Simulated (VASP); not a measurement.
# SbS3 (Fm-3m) in VASP: relaxation of cell and atoms with PBE

Aim: the relaxation of cell and atoms of SbS3 with PBE.

Program: VASP 6.6.1. These are calculated values, not measurements. Logs are shortened: lines on timing, memory, paths and dates and some standing lists are left out, and cuts for length are marked.

### Step 1. The cell of the first run

The structure is cubic, space group Fm-3m (No. 225). The conventional cell has a = 6.700 Å, b = 6.700 Å, c = 6.700 Å, α = 90.00°, β = 90.00°, γ = 90.00°. Within 3.8 Å of Sb (site symmetry m-3m) lie 14 S at 2.90 to 3.35 Å. Within 3.8 Å of S (site symmetry -43m) lie 4 Sb at 2.90 Å and 10 S at 2.90 to 3.35 Å. S (site symmetry m-3m) has 8 S at 2.90 Å and 6 Sb at 3.35 Å within 3.8 Å.

### Step 2. Relaxation of cell and atoms, PBE

The input, INCAR:

```
PREC     = Accurate       # precision mode
ENCUT    = 600            # plane-wave cutoff, eV
EDIFF    = 1E-6           # SCF threshold, eV
ISMEAR   = 0              # smearing method
SIGMA    = 0.1            # smearing width, eV
LREAL    = F              # projectors in reciprocal space
LASPH    = T              # aspherical terms in the spheres
NELM     = 80             # most SCF steps
ALGO     = Normal         # electronic algorithm
ISIF     = 3              # what is computed and relaxed
LWAVE    = F              # write WAVECAR
LCHARG   = F              # write CHGCAR
GGA      = PE             # functional
IBRION   = 2              # ionic algorithm
NSW      = 100            # ionic steps
EDIFFG   = -0.01          # ionic threshold
```

The input, KPOINTS:

```
Automatic mesh
0
Gamma
  12 12 12
```

The input, POSCAR:

```
SbS3
1.0
    0.0000000000      3.3498156704      3.3498156704
    3.3498156704      0.0000000000      3.3498156704
    3.3498156704      3.3498156704      0.0000000000
Sb S
1 3
Direct
    0.0000000000      0.0000000000      0.0000000000
    0.2500000000      0.2500000000      0.2500000000
    0.7500000000      0.7500000000      0.7500000000
    0.5000000000      0.5000000000      0.5000000000
```

Potentials or basis: VASP PAW PBE potentials, release 64 (Sb, S).

The run is started by

```
$ cat potpaw_PBE.64/Sb/POTCAR potpaw_PBE.64/S/POTCAR > POTCAR
$ mpirun -np 1 vasp_std > vasp.out
```

OUTCAR:

```text
PREC = Accurate
   ENCUT = 600
   EDIFF = 1E-6
   ISMEAR = 0
   LREAL = F
   LASPH = T
   NELM = 80
   ISIF = 3
   GGA = PE
   IBRION = 2
   NSW = 100
   EDIFFG = -0.01

 ion  position               nearest neighbor table
   1  0.000  0.000  0.000-   3 2.90   3 2.90   3 2.90   2 2.90   3 2.90   2 2.90   2 2.90   2 2.90

   2  0.250  0.250  0.250-   1 2.90   1 2.90   1 2.90   1 2.90
   3  0.750  0.750  0.750-   1 2.90   1 2.90   1 2.90   1 2.90
   4  0.500  0.500  0.500-

  LATTYP: Found a face centered cubic cell.
 ALAT       =     6.6996313408

  Lattice vectors:

 A1 = (   0.0000000000,   3.3498156704,   3.3498156704)
 A2 = (   3.3498156704,   0.0000000000,   3.3498156704)
 A3 = (   3.3498156704,   3.3498156704,   0.0000000000)

Analysis of symmetry for initial positions (statically):
=====================================================================
 Subroutine PRICEL returns:
 Original cell was already a primitive cell.

 Routine SETGRP: Setting up the symmetry group for a
 face centered cubic supercell.

 Subroutine GETGRP returns: Found 48 space group operations
 (whereof 48 operations were pure point group operations)
 out of a pool of 48 trial point group operations.

The static configuration has the point symmetry O_h .

Analysis of symmetry for dynamics (positions and initial velocities):
=====================================================================
 Subroutine PRICEL returns:
 Original cell was already a primitive cell.

 Routine SETGRP: Setting up the symmetry group for a
 face centered cubic supercell.

 Subroutine GETGRP returns: Found 48 space group operations
 (whereof 48 operations were pure point group operations)
 out of a pool of 48 trial point group operations.

The dynamic configuration has the point symmetry O_h .

 Subroutine INISYM returns: Found 48 space group operations
 (whereof 48 operations are pure point group operations),
 and found     1 'primitive' translations

----------------------------------------------------------------------------------------

                                     Primitive cell

  volume of cell :      75.1783

  direct lattice vectors                    reciprocal lattice vectors
     0.000000000  3.349815670  3.349815670    -0.149261944  0.149261944  0.149261944
     3.349815670  0.000000000  3.349815670     0.149261944 -0.149261944  0.149261944
     3.349815670  3.349815670  0.000000000     0.149261944  0.149261944 -0.149261944

  length of vectors
     4.737354753  4.737354753  4.737354753     0.258529271  0.258529271  0.258529271

  position of ions in fractional coordinates (direct lattice)
     0.000000000  0.000000000  0.000000000
     0.250000000  0.250000000  0.250000000
     0.750000000  0.750000000  0.750000000
     0.500000000  0.500000000  0.500000000

  ion indices of the primitive-cell ions
   primitive index   ion index
                 1           1
                 2           2
                 3           3
                 4           4

----------------------------------------------------------------------------------------

 KPOINTS: Automatic mesh

Automatic generation of k-mesh.
 Grid dimensions read from file:
 generate k-points for:   12   12   12

 Generating k-lattice:

  Cartesian coordinates                     Fractional coordinates (reciprocal lattice)
    -0.012438495  0.012438495  0.012438495     0.083333333  0.000000000  0.000000000
     0.012438495 -0.012438495  0.012438495     0.000000000  0.083333333  0.000000000
     0.012438495  0.012438495 -0.012438495     0.000000000  0.000000000  0.083333333

  Length of vectors
     0.021544106  0.021544106  0.021544106

  Shift w.r.t. Gamma in fractional coordinates (k-lattice)
     0.000000000  0.000000000  0.000000000

 Subroutine IBZKPT returns following result:
 ===========================================

 Found     72 irreducible k-points:

 Following reciprocal coordinates:
            Coordinates               Weight
  0.000000  0.000000  0.000000      1.000000
  0.083333  0.000000  0.000000      8.000000
  0.166667  0.000000  0.000000      8.000000
  0.250000  0.000000  0.000000      8.000000
  0.333333  0.000000  0.000000      8.000000
  0.416667  0.000000  0.000000      8.000000
[... 16 lines left out ...]
  0.500000  0.166667  0.000000     24.000000
 -0.416667  0.166667  0.000000     24.000000
 [... further k-points ...]
   k-points           NKPTS =     72   k-points in BZ     NKDIM =     72   number of bands    NBANDS=     15
   number of dos      NEDOS =    301   number of ions     NIONS =      4
   total plane-waves  NPLWV =  64000
   dimension x,y,z NGX =    40 NGY =   40 NGZ =   40
   dimension x,y,z NGXF=    80 NGYF=   80 NGZF=   80
   ions per type =               1   3
   NGX,Y,Z   is equivalent  to a cutoff of  14.04, 14.04, 14.04 a.u.
   NGXF,Y,Z  is equivalent  to a cutoff of  28.07, 28.07, 28.07 a.u.
 SYSTEM =  unknown system
   PREC   = accura    normal or accurate (medium, high low for compatibility)
   ISTART =      0    job   : 0-new  1-cont  2-samecut
   ICHARG =      2    charge: 1-file 2-atom 10-const
   ISPIN  =      1    spin polarized calculation?
   LNONCOLLINEAR =      F non collinear calculations
   LSORBIT =      F    spin-orbit coupling
   LASPH  =      T    aspherical Exc in radial PAW
   ENCUT  =  600.0 eV  44.10 Ry    6.64 a.u.   9.46  9.46  9.46*2*pi/ulx,y,z
   NELM   =     80;   NELMIN=  2; NELMDL= -5     # of ELM steps
   EDIFF  = 0.1E-05   stopping-criterion for ELM
   LREAL  =      F    real-space projection
   EDIFFG = -.1E-01   stopping-criterion for IOM
   NSW    =    100    number of steps for IOM
   IBRION =      2    ionic relax: 0-MD 1-quasi-New 2-CG
   NFREE  =      1    steps in history (QN), initial steepest desc. (CG)
   ISIF   =      3    stress and relaxation
   ISYM   =      2    0-nonsym 1-usesym 2-fastsym
   POTIM  = 0.5000    time-step for ionic-motion
   TEBEG  =    0.0;   TEEND  =   0.0 temperature during run
   PSTRESS=    0.0 pullay stress
   NELECT =      23.0000    total number of electrons
   NUPDOWN=      -1.0000    fix difference up-down
   EMIN   =  10.00;   EMAX   =-10.00  energy-range for DOS
   EFERMI =   0.00;   METHOD = LEGACY
   ISMEAR =     0;   SIGMA  =   0.10  broadening in eV -4-tet -1-fermi 0-gaus
   EFERMI_NEDOS =   21; number of points for ismear=-14 and -15
   IALGO  =     38    algorithm
   IMIX   =      4    mixing-type and parameters
     AMIX     =   0.40;   BMIX     =  1.00
     AMIX_MAG =   1.60;   BMIX_MAG =  1.00
  volume/ion in A,a.u.               =      18.79       126.83
  Fermi-wavevector in a.u.,A,eV,Ry     =   1.103113  2.084581 16.556352  1.216858
  Thomas-Fermi vector in A             =   2.239566
   LORBIT       =      0    0 simple, 1 ext, 2 COOP (PROOUT), +10 PAW based schemes
   GGA     = PE    functional components
   LHFCALC =     F    Hartree Fock is set to
   AEXX    =    0.0000 exact exchange contribution
   IVDW    =     0    specifies the selected vdW correction
   LEPSILON=     F    determine dielectric tensor
   LRPA    =     F    only Hartree local field effects (RPA)
 conjugate gradient relaxation of ions
 non-spin polarized calculation
 Gauss-broadening in eV      SIGMA  =   0.10
  energy-cutoff  :      600.00
  volume of cell :       75.18
 maximum number of plane-waves:      2565
 NGX is ok and might be reduce to    40
   NGX = 19   NGY = 19   NGZ = 19

--------------------------------------- Ionic step        1  -------------------------------------------

 number of electron      22.9999998 magnetization

 Free energy of the ion-electron system (eV)
  ---------------------------------------------------
  ext. energy  EPLUGINS =         0.00000000
  ---------------------------------------------------
  free energy    TOTEN  =       -14.18487042 eV

  energy without entropy =      -14.16144683  energy(sigma->0) =      -14.17315862

------------------------ aborting loop because EDIFF is reached ----------------------------------------

  FORCE on cell =-STRESS in cart. coord.  units (eV):
  Direction    XX          YY          ZZ          XY          YZ          ZX
  --------------------------------------------------------------------------------------
  -------------------------------------------------------------------------------------
  Total       -0.3780928     -0.3780928     -0.3780928      0.0000000      0.0000000      0.0000000
  in kB       -8.0577964     -8.0577964     -8.0577964      0.0000000      0.0000000      0.0000000
  external PRESSURE =      -8.0577964 kB  Pullay stress =       0.0000000 kB
[... 61 lines left out ...]
  energy  without entropy=      -14.1637999872  energy(sigma->0) =      -14.17529885

--------------------------------------- Ionic step        3  -------------------------------------------

 number of electron      22.9999997 magnetization

 Free energy of the ion-electron system (eV)
  ---------------------------------------------------
  ext. energy  EPLUGINS =         0.00000000
  ---------------------------------------------------
  free energy    TOTEN  =       -14.18694356 eV

  energy without entropy =      -14.16385045  energy(sigma->0) =      -14.17539701

 E-fermi :   7.6133     XC(G=0): -10.7969

 val. band max:        7.6063551718   @ k =   0.5000   0.5000   0.0000
 cond. band min:       7.6137510665   @ k =   0.3333   0.2500   0.0833
 fundamental gap:      0.0073958947
 Fermi energy:         7.6132939010

 k-point     1 :       0.0000    0.0000    0.0000
  band No.  band energies     occupation
      1      -7.8856      2.00000
      2      -3.8531      2.00000
      3      -2.9778      2.00000
      4       1.1964      2.00000
      5       3.8470      2.00000
      6       3.8470      2.00000
      7       3.8470      2.00000
      8       4.1597      2.00000
      9       4.1597      2.00000
     10       4.1597      2.00000
     11       5.0209      2.00000
     12       5.0209      2.00000
     13       5.0209      2.00000
     14      11.6102      0.00000
     15      11.6102      0.00000
[... 397 lines left out ...]
 k-point    24 :      -0.4167    0.1667    0.0000
  band No.  band energies     occupation
      1      -6.0895      2.00000
      2      -5.4719      2.00000
      3      -3.9569      2.00000
      4      -1.4330      2.00000
      5       2.2656      2.00000
      6       2.8114      2.00000
      7       4.4953      2.00000
      8       4.5022      2.00000
      9       4.9940      2.00000
     10       5.2685      2.00000
     11       7.1438      2.00000
     12       7.9628      0.00000
     13       8.4465      0.00000
     14      10.3864      0.00000
     15      10.3986      0.00000

 [... further k-points ...]

------------------------ aborting loop because EDIFF is reached ----------------------------------------

  FORCE on cell =-STRESS in cart. coord.  units (eV):
  Direction    XX          YY          ZZ          XY          YZ          ZX
  --------------------------------------------------------------------------------------
  -------------------------------------------------------------------------------------
  Total        0.0030423      0.0030423      0.0030423     -0.0000000      0.0000000      0.0000000
  in kB        0.0655450      0.0655450      0.0655450     -0.0000000      0.0000000      0.0000000
  external PRESSURE =       0.0655450 kB  Pullay stress =       0.0000000 kB
[... 19 lines left out ...]
  FREE ENERGIE OF THE ION-ELECTRON SYSTEM (eV)
  ---------------------------------------------------
  free  energy   TOTEN  =       -14.1869435599 eV

  energy  without entropy=      -14.1638504509  energy(sigma->0) =      -14.17539701

 reached required accuracy - stopping structural energy minimisation
```

It took 2.2 min on 1 thread of Intel Xeon Platinum 8488C (Sapphire Rapids), shared host; peak memory 0.29 GiB.

What came out:

| Quantity | Value |
| --- | --- |
| Free energy | -14.1869 eV |
| Relaxed volume | 18.59 Å³/atom |
| Relaxed cell | a = 4.720 Å, b = 4.720 Å, c = 4.720 Å, α = 60.00°, β = 60.00°, γ = 60.00° |
| Space group after relaxing (to 0.05 Å) | Fm-3m (No. 225) |
| Energy gained by relaxing | 0.5 meV/atom |
| Ionic steps | 3 |
| Pressure after relaxing | 0.0 GPa |

The path:
| step | energy change (eV) | largest force (eV/Å) | pressure (GPa) | volume (Å³) |
| --- | --- | --- | --- | --- |
| 1 | 0.0000 | 0.0000 | -0.81 | 75.18 |
| 2 | -0.0019 | 0.0000 | 0.22 | 74.15 |
| 3 | -0.0021 | 0.0000 | 0.01 | 74.37 |

Final structure:
```xyz
4
Lattice="0.0000 3.3377 3.3377 3.3377 0.0000 3.3377 3.3377 3.3377 0.0000" Properties=species:S:1:pos:R:3 pbc="T T T"
Sb    0.0000    0.0000    0.0000
S     1.6688    1.6688    1.6688
S     5.0065    5.0065    5.0065
S     3.3377    3.3377    3.3377
```

Levels at points of the mesh, in eV from the Fermi level:
```
           k point  band 9  band 10  band 11  band 12  band 13  band 14
(0.00, 0.00, 0.00)   -3.45    -3.45    -2.59    -2.59    -2.59     4.00
(0.50, 0.00, 0.00)   -2.58    -1.97     0.15     0.15     0.99     2.09
(0.50, 0.50, 0.00)   -0.97    -0.97    -0.40    -0.01    -0.01     2.42
```

Caveat: spin-orbit coupling is left out, which moves the levels of the heavy elements.
